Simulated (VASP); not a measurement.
Here is a VASP 6.6.1 calculation.

File INCAR:

```
SYSTEM = CoSi
PREC     = Accurate       ! precision mode
ENCUT    = 600            ! plane-wave cutoff, eV
EDIFF    = 1E-6           ! SCF threshold, eV
ISMEAR   = 0              ! smearing method
SIGMA    = 0.1            ! smearing width, eV
LREAL    = .False.        ! projectors in reciprocal space
LASPH    = .True.         ! aspherical terms in the spheres
NELM     = 150            ! most SCF steps
ALGO     = Fast           ! electronic algorithm
ISIF     = 3              ! what is computed and relaxed
LWAVE    = .False.        ! write WAVECAR
LCHARG   = .False.        ! write CHGCAR
ISPIN    = 2              ! spin polarisation
MAGMOM   = 0 0.81         ! initial moments
LORBIT   = 11             ! projections on sites
LMAXMIX  = 4              ! l up to which the mixer works
GGA      = PS             ! functional
IBRION   = 2              ! ionic algorithm
NSW      = 80             ! ionic steps
EDIFFG   = -0.05          ! ionic threshold
```

File KPOINTS:

```
Automatic mesh
0
Gamma
  8 8 8
  0 0 0
```

POSCAR

```
CoSi
1.0
    1.9773552725     -1.9773764835      0.0000000000
    1.9773552725      1.9773764835      0.0000000000
    0.0000000000      0.0000000000      2.8069866265
Si Co
1 1
Direct
    0.0000000000      0.0000000000      0.0000000000
    0.5000000000      0.5000000000      0.5000000000
```

Potentials or basis: VASP PAW PBE potentials, release 64 (Si, Co).

Run with:

```bash
$ cat potpaw_PBE.64/Si/POTCAR potpaw_PBE.64/Co/POTCAR > POTCAR
$ mpirun -np 1 vasp_std > vasp.out
```

**Question.** Predict the relaxed volume.

**Answer.** 10.41 Å³/atom.

**Question.** Predict the space group after relaxing (to 0.1 Å).

**Answer.** Pm-3m (No. 221).

**Question.** Estimate the relaxed cell.

**Answer.** a = 2.747 Å, b = 2.747 Å, c = 2.759 Å, α = 90.00°, β = 90.00°, γ = 90.00°.

**Question.** What does it give for the site moments?

**Answer.** Si +0.00; Co +0.29 μB.

The path:
```
step  energy change (eV)  largest force (eV/Å)  pressure (GPa)  volume (Å³)
   1              0.0000                0.0000          -11.01        21.95
   2              0.0130                0.0000           15.70        19.64
   3             -0.0413                0.0000           -0.32        20.83
```

Caveat: the PAW data sets were made with another functional, which shifts forces and pressure a little.
